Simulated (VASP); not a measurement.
A run of VASP 6.6.1 is set up as follows.

The input INCAR:

```
SYSTEM = WC
PREC = Accurate
ENCUT = 600
EDIFF = 1E-6
ISMEAR = 0
SIGMA = 0.1
LREAL = .FALSE.
LASPH = .TRUE.
NELM = 120
ALGO = Normal
ISIF = 2
LWAVE = .FALSE.
LCHARG = .FALSE.
GGA = PE
NBANDS = 16
GGA_COMPAT = .FALSE.
```

The input KPOINTS:

```
Automatic mesh
0
G
  8 8 8
  0 0 0
```

File POSCAR:

```
WC
1.0
    0.0000000000      2.1904003773      2.1904003773
    2.1904003773      0.0000000000      2.1904003773
    2.1904003773      2.1904003773      0.0000000000
W C
1 1
Direct
    0.5000000000      0.5000000000      0.5000000000
    0.0000000000      0.0000000000      0.0000000000
```

Potentials or basis: VASP PAW PBE potentials, release 64 (W_sv, C).

Command:

```console
$ cat potpaw_PBE.64/W_sv/POTCAR potpaw_PBE.64/C/POTCAR > POTCAR
$ mpirun -np 1 vasp_std > vasp.out
```

Question: Estimate the pressure.

Answer: 0.9 GPa.

Question: What does it give for the band gap on the k mesh?

Answer: Zero (bands 9 and 10 overlap by 3.12 eV).

Caveat: spin-orbit coupling is left out, which moves the levels of the heavy elements.
